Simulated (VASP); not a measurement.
# B in VASP: single point with PBEsol

Aim: the single point of B with PBEsol.

All numbers are computed with VASP 6.6.1; they aren't measurements. Logs are shortened: lines on timing, memory, paths and dates and some standing lists are left out, and cuts for length are marked.

## (1) The cell of the first run

The typed cell holds 8 atoms: a = 1.640 Å, b = 2.841 Å, c = 14.786 Å, α = 100.28°, β = 92.62°, γ = 90.01°.

## (2) Single point, PBEsol

INCAR reads:

```
PREC = Accurate ; ENCUT = 520
EDIFF = 1E-6 ; ISMEAR = 0
SIGMA = 0.1 ; LREAL = False
LASPH = True ; NELM = 100
ALGO = Normal ; ISIF = 2
LWAVE = False ; LCHARG = False
GGA = PS ; NBANDS = 22
```

KPOINTS reads:

```
Automatic mesh
0
Gamma
  14 8 2
```

POSCAR reads:

```
B
1.0
    0.8207299983     -1.4195427985      0.0400784013
   -2.4525251747     -1.4100424798      0.2637575876
    0.9469137080      0.9130911057    -14.7277466763
B
8
Direct
    0.5438652900      0.5696848078      0.9397945445
    0.6299387590      1.0090398155      0.3756944364
    0.0173379700      0.0101392679      0.8755357409
    0.1564534396      0.5685997386      0.4399444050
   -0.2938517786      0.6802645890      0.5602194544
    0.0935314525      0.6814510146      0.0600416313
    0.2326679120      0.2397965855      0.6244654957
    0.6200569553      0.2410241812      0.1243042918
```

Potentials or basis: VASP PAW PBE potentials, release 64 (B).

Launch:

```
cat potpaw_PBE.64/B/POTCAR > POTCAR
mpirun -np 1 vasp_std > vasp.out
```

OUTCAR:

```text
PREC = Accurate
   ENCUT = 520
   EDIFF = 1E-6
   ISMEAR = 0
   LREAL = False
   LASPH = True
   NELM = 100
   ISIF = 2
   GGA = PS

 ion  position               nearest neighbor table
   1  0.544  0.570  0.940-   3 1.89   3 1.89   3 1.89   3 1.89   6 1.93   6 1.93
   2  0.630  0.009  0.376-   4 1.89   4 1.89   4 1.89   4 1.89
   3  0.017  0.010  0.876-   1 1.89   1 1.89   1 1.89   1 1.89
   4  0.156  0.569  0.440-   2 1.89   2 1.89   2 1.89   2 1.89   5 1.93   5 1.93
   5  0.706  0.680  0.560-   7 1.89   7 1.89   7 1.89   7 1.89   4 1.93   4 1.93
   6  0.094  0.681  0.060-   8 1.89   8 1.89   8 1.89   8 1.89   1 1.93   1 1.93
   7  0.233  0.240  0.624-   5 1.89   5 1.89   5 1.89   5 1.89
   8  0.620  0.241  0.124-   6 1.89   6 1.89   6 1.89   6 1.89

  LATTYP: Found a triclinic cell.
 ALAT       =    14.5506290900
 B/A-ratio  =     0.1127246903
 C/A-ratio  =     0.1952660606
 COS(alpha) =     0.0001447030
 COS(beta)  =     0.0139878882
 COS(gamma) =     0.0465072806

  Lattice vectors:

 A1 = (   1.5056114667,   0.4969513741,  14.4639890887)
 A2 = (   0.8207299983,  -1.4195427985,   0.0400784013)
 A3 = (   2.4525251747,   1.4100424798,  -0.2637575876)

Analysis of symmetry for initial positions (statically):
=====================================================================
 Subroutine PRICEL returns:
 Original cell was already a primitive cell.

 Routine SETGRP: Setting up the symmetry group for a
 triclinic supercell.

 Subroutine GETGRP returns: Found  1 space group operations
 (whereof  1 operations were pure point group operations)
 out of a pool of  2 trial point group operations.

The static configuration has the point symmetry C_1 .

Analysis of symmetry for dynamics (positions and initial velocities):
=====================================================================
 Subroutine PRICEL returns:
 Original cell was already a primitive cell.

 Routine SETGRP: Setting up the symmetry group for a
 triclinic supercell.

 Subroutine GETGRP returns: Found  1 space group operations
 (whereof  1 operations were pure point group operations)
 out of a pool of  2 trial point group operations.

The dynamic configuration has the point symmetry C_1 .

 Subroutine INISYM returns: Found  1 space group operations
 (whereof  1 operations are pure point group operations),
 and found     1 'primitive' translations

----------------------------------------------------------------------------------------

                                     Primitive cell

  volume of cell :      67.7296

  direct lattice vectors                    reciprocal lattice vectors
     0.820729998 -1.419542798  0.040078401     0.303056848 -0.529612211 -0.013350007
    -2.452525175 -1.410042480  0.263757588    -0.308138199 -0.179027448 -0.030910951
     0.946913708  0.913091106-14.727746676    -0.004693709 -0.004647409 -0.068488959

  length of vectors
     1.640215158  2.841244022 14.786375590     0.610336604  0.357708630  0.068806736

  position of ions in fractional coordinates (direct lattice)
     0.543865290  0.569684808  0.939794545
     0.629938759  0.009039816  0.375694436
     0.017337970  0.010139268  0.875535741
     0.156453440  0.568599739  0.439944405
     0.706148221  0.680264589  0.560219454
     0.093531453  0.681451015  0.060041631
     0.232667912  0.239796586  0.624465496
     0.620056955  0.241024181  0.124304292

  ion indices of the primitive-cell ions
   primitive index   ion index
                 1           1
                 2           2
                 3           3
                 4           4
                 5           5
                 6           6
                 7           7
                 8           8

----------------------------------------------------------------------------------------

 KPOINTS: Automatic mesh

Automatic generation of k-mesh.
 Grid dimensions read from file:
 generate k-points for:   14    8    2

 Generating k-lattice:

  Cartesian coordinates                     Fractional coordinates (reciprocal lattice)
     0.021646918 -0.037829444 -0.000953572     0.071428571  0.000000000 -0.000000000
    -0.038517275 -0.022378431 -0.003863869    -0.000000000  0.125000000 -0.000000000
    -0.002346854 -0.002323704 -0.034244480     0.000000000  0.000000000  0.500000000

  Length of vectors
     0.043595472  0.044713579  0.034403368

  Shift w.r.t. Gamma in fractional coordinates (k-lattice)
     0.000000000  0.000000000  0.000000000

 Subroutine IBZKPT returns following result:
 ===========================================

 Found    116 irreducible k-points:

 Following reciprocal coordinates:
            Coordinates               Weight
  0.000000  0.000000  0.000000      1.000000
  0.071429 -0.000000 -0.000000      2.000000
  0.142857 -0.000000 -0.000000      2.000000
  0.214286  0.000000 -0.000000      2.000000
  0.285714 -0.000000 -0.000000      2.000000
  0.357143  0.000000 -0.000000      2.000000
[... 16 lines left out ...]
  0.000000  0.250000 -0.000000      2.000000
  0.071429  0.250000  0.000000      2.000000
 [... further k-points ...]
   k-points           NKPTS =    116   k-points in BZ     NKDIM =    116   number of bands    NBANDS=     22
   number of dos      NEDOS =    301   number of ions     NIONS =      8
   total plane-waves  NPLWV =  32256
   dimension x,y,z NGX =    12 NGY =   24 NGZ =  112
   dimension x,y,z NGXF=    24 NGYF=   48 NGZF=  224
   ions per type =               8
   NGX,Y,Z   is equivalent  to a cutoff of  12.16, 14.04, 12.59 a.u.
   NGXF,Y,Z  is equivalent  to a cutoff of  24.33, 28.09, 25.18 a.u.
 SYSTEM =  unknown system
   PREC   = accura    normal or accurate (medium, high low for compatibility)
   ISTART =      0    job   : 0-new  1-cont  2-samecut
   ICHARG =      2    charge: 1-file 2-atom 10-const
   ISPIN  =      1    spin polarized calculation?
   LNONCOLLINEAR =      F non collinear calculations
   LSORBIT =      F    spin-orbit coupling
   LASPH  =      T    aspherical Exc in radial PAW
   ENCUT  =  520.0 eV  38.22 Ry    6.18 a.u.   3.05  5.28 27.49*2*pi/ulx,y,z
   NELM   =    100;   NELMIN=  2; NELMDL= -5     # of ELM steps
   EDIFF  = 0.1E-05   stopping-criterion for ELM
   LREAL  =      F    real-space projection
   EDIFFG = 0.1E-04   stopping-criterion for IOM
   NSW    =      0    number of steps for IOM
   IBRION =     -1    ionic relax: 0-MD 1-quasi-New 2-CG
   NFREE  =      0    steps in history (QN), initial steepest desc. (CG)
   ISIF   =      2    stress and relaxation
   ISYM   =      2    0-nonsym 1-usesym 2-fastsym
   POTIM  = 0.5000    time-step for ionic-motion
   TEBEG  =    0.0;   TEEND  =   0.0 temperature during run
   PSTRESS=    0.0 pullay stress
   NELECT =      24.0000    total number of electrons
   NUPDOWN=      -1.0000    fix difference up-down
   EMIN   =  10.00;   EMAX   =-10.00  energy-range for DOS
   EFERMI =   0.00;   METHOD = LEGACY
   ISMEAR =     0;   SIGMA  =   0.10  broadening in eV -4-tet -1-fermi 0-gaus
   EFERMI_NEDOS =   21; number of points for ismear=-14 and -15
   IALGO  =     38    algorithm
   IMIX   =      4    mixing-type and parameters
     AMIX     =   0.40;   BMIX     =  1.00
     AMIX_MAG =   1.60;   BMIX_MAG =  1.00
  volume/ion in A,a.u.               =       8.47        57.13
  Fermi-wavevector in a.u.,A,eV,Ry     =   1.158473  2.189196 18.259819  1.342059
  Thomas-Fermi vector in A             =   2.295074
   LORBIT       =      0    0 simple, 1 ext, 2 COOP (PROOUT), +10 PAW based schemes
   GGA     = PS    functional components
   LHFCALC =     F    Hartree Fock is set to
   AEXX    =    0.0000 exact exchange contribution
   IVDW    =     0    specifies the selected vdW correction
   LEPSILON=     F    determine dielectric tensor
   LRPA    =     F    only Hartree local field effects (RPA)
 non-spin polarized calculation
 Gauss-broadening in eV      SIGMA  =   0.10
  energy-cutoff  :      520.00
  volume of cell :       67.73
 maximum number of plane-waves:      1860
   NGX =  7   NGY = 11   NGZ = 55

 number of electron      24.0000000 magnetization

 Free energy of the ion-electron system (eV)
  ---------------------------------------------------
  ext. energy  EPLUGINS =         0.00000000
  ---------------------------------------------------
  free energy    TOTEN  =       -52.77434812 eV

  energy without entropy =      -52.76549494  energy(sigma->0) =      -52.76992153

 E-fermi :   5.7542     XC(G=0): -10.5979

 val. band max:        5.7523992100   @ k =   0.4286   0.3750   0.0000
 cond. band min:       5.7568775413   @ k =   0.4286   0.3750   0.0000
 fundamental gap:      0.0044783313
 Fermi energy:         5.7542198823

 k-point     1 :       0.0000    0.0000    0.0000
  band No.  band energies     occupation
      1     -12.4586      2.00000
      2     -12.4487      2.00000
      3     -10.4080      2.00000
      4     -10.3723      2.00000
      5      -5.5177      2.00000
      6      -5.3685      2.00000
[... 14 lines left out ...]
     21      10.2275      0.00000
     22      12.1628      0.00000

 k-point     2 :       0.0714   -0.0000   -0.0000
  band No.  band energies     occupation
      1     -12.2499      2.00000
      2     -12.2402      2.00000
      3     -10.2077      2.00000
      4     -10.1727      2.00000
      5      -5.2904      2.00000
      6      -5.1433      2.00000
[... 14 lines left out ...]
     21      10.4775      0.00000
     22      12.2430      0.00000

 k-point     3 :       0.1429   -0.0000   -0.0000
  band No.  band energies     occupation
      1     -11.6272      2.00000
      2     -11.6178      2.00000
      3      -9.6111      2.00000
      4      -9.5783      2.00000
      5      -4.6201      2.00000
      6      -4.4798      2.00000
[... 14 lines left out ...]
     21      11.2163      0.00000
     22      12.5400      0.00000
[... 476 lines left out ...]
 k-point    23 :       0.0000    0.2500   -0.0000
  band No.  band energies     occupation
      1     -11.5734      2.00000
      2     -11.5664      2.00000
      3      -9.5373      2.00000
      4      -9.5122      2.00000
      5      -5.2978      2.00000
      6      -5.2514      2.00000
[... 14 lines left out ...]
     21      12.7703      0.00000
     22      13.6324      0.00000

 k-point    24 :       0.0714    0.2500    0.0000
  band No.  band energies     occupation
      1     -11.3653      2.00000
      2     -11.3590      2.00000
      3      -9.3347      2.00000
      4      -9.3122      2.00000
      5      -5.0903      2.00000
      6      -5.0484      2.00000
[... 14 lines left out ...]
     21      12.8542      0.00000
     22      13.6652      0.00000

 [... further k-points ...]
[... 5 lines left out ...]
  --------------------------------------------------------------------------------------
  -------------------------------------------------------------------------------------
  Total        0.1031798      0.1894242      0.0213541     -0.0751785     -0.0231488     -0.0120935
  in kB        2.4407691      4.4809247      0.5051423     -1.7783845     -0.5475967     -0.2860767
  external PRESSURE =       2.4756120 kB  Pullay stress =       0.0000000 kB

 VOLUME and BASIS-vectors are now :
 -----------------------------------------------------------------------------
  energy-cutoff  :      520.00
  volume of cell :       67.73
      direct lattice vectors                 reciprocal lattice vectors
     0.820729998 -1.419542798  0.040078401     0.303056848 -0.529612211 -0.013350007
    -2.452525175 -1.410042480  0.263757588    -0.308138199 -0.179027448 -0.030910951
     0.946913708  0.913091106-14.727746676    -0.004693709 -0.004647409 -0.068488959

 POSITION                                       TOTAL-FORCE (eV/Angst)
 -----------------------------------------------------------------------------------
     -0.06090     -0.71720    -13.66900        -0.002178     -0.001115      0.009217
      0.85059     -0.56393     -5.50550         0.003432      0.002357      0.004364
      0.81842      0.76054    -12.89130         0.003858      0.002565      0.004029
     -0.84951     -0.62213     -6.32315        -0.001280     -0.000904      0.007022
     -0.55833     -1.45008     -8.04304         0.001796      0.001097     -0.006609
     -1.53766     -1.03882     -0.70079         0.001688      0.000890     -0.009614
      0.19417     -0.09821     -9.12440        -0.004085     -0.002742     -0.004780
      0.03549     -1.10655     -1.74230        -0.003233     -0.002149     -0.003630
 -----------------------------------------------------------------------------------
    total drift:                               -0.000001     -0.000000     -0.000013

  FREE ENERGIE OF THE ION-ELECTRON SYSTEM (eV)
  ---------------------------------------------------
  free  energy   TOTEN  =       -52.7743481156 eV

  energy  without entropy=      -52.7654949394  energy(sigma->0) =      -52.76992153
```

Run time: 1.9 min. Hardware: 1 thread of Intel Xeon 6975P-C, shared host; peak memory 0.24 GiB.

Results:

- Free energy: -52.7743 eV
- Pressure: 0.2 GPa
- Largest force: 0.010 eV/Å
- Band gap on the k mesh: zero (band 12 reaches 8.80 eV, above the bottom of band 13 at 1.55 eV)

Forces in eV/Å, atoms in the order of the input:
```
B   -0.002 -0.001  0.009
B    0.003  0.002  0.004
B    0.004  0.003  0.004
B   -0.001 -0.001  0.007
B    0.002  0.001 -0.007
B    0.002  0.001 -0.010
B   -0.004 -0.003 -0.005
B   -0.003 -0.002 -0.004
```

Stress tensor (GPa, compression positive):
```
 0.24 -0.18 -0.03
-0.18  0.45 -0.05
-0.03 -0.05  0.05
```

Caveat: the PAW data sets were made with another functional, which shifts forces and pressure a little.
